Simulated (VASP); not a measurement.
Here is a VASP 6.6.1 calculation.

Contents of INCAR:

```
PREC = Accurate ; ENCUT = 500
EDIFF = 1E-6 ; ISMEAR = 0
SIGMA = 0.1 ; LREAL = False
LASPH = True ; NELM = 120
ALGO = Normal ; ISIF = 2
LWAVE = False ; LCHARG = False
NBANDS = 9 ; GGA_COMPAT = False
```

The input KPOINTS:

```
regular mesh
0
Gamma
  20 20 20
```

POSCAR

```
Se
1.0
   -1.3470515870      1.3470515870      1.3470515870
    1.3470515870     -1.3470515870      1.3470515870
    1.3470515870      1.3470515870     -1.3470515870
Se
1
Direct
    0.0000000000      0.0000000000      0.0000000000
```

Potentials or basis: VASP PAW LDA potentials, release 64 (Se).

Run with:

```console
$ cat potpaw_LDA.64/Se/POTCAR > POTCAR
$ mpirun -np 1 vasp_std > vasp.out
```

Q: What does it give for the pressure?

A: 255.7 GPa.

Q: What does it give for the band gap on the k mesh?

A: Zero (band 3 reaches 27.43 eV, above the bottom of band 4 at 8.80 eV).
